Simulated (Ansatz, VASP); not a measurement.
## Nb3H: VASP beside Ansatz

```
Nb H
1.0
     2.92702    0.00000    0.00000
     0.00000    2.92702    0.00000
     0.00000    0.00000   21.19579
Nb H
3 1
Direct
  0.50000 0.50000 0.18872
  0.00000 0.00000 0.28769
  0.50000 0.50000 0.38667
  0.50000 0.83333 0.56171
```

Alike in both runs: task single point; functional LDA; k mesh 9 × 9 × 1; occupations gaussian, width 0.1 eV; collinear spin.

```csv
,VASP,Ansatz
version,VASP 6.6.1,Ansatz 0.2.0
potentials or method,"VASP PAW LDA potentials, release 64 (Nb_sv, H), cutoff 520 eV","scalar-relativistic, plane waves, PAW"
valence electrons in the cell,40,40
```

Ansatz gave:

```
gap on the k mesh at the Fermi level (eV)                     : none
rms of the force components (eV/Å)                            : 0.134
net moment per atom (μB)                                      : 0.19
size of the moment on the site where the two differ most (μB) : 0.77
```

**Question.** Which values does VASP return?

**Answer.** gap on the k mesh at the Fermi level (eV): none; rms of the force components (eV/Å): 0.128; net moment per atom (μB): 0.19; size of the moment on the site where the two differ most (μB): 0.33.

LDA's correlation is that of Perdew and Zunger in VASP and of Perdew and Wang (1992) in Ansatz. Site moments also hang on the region over which each program counts them. Atom by atom the forces differ by 0.007 eV/Å (rms over components). A gap of «none» marks a metal or a gap that the smearing closes. Ansatz's warnings: vacuum density over bound.
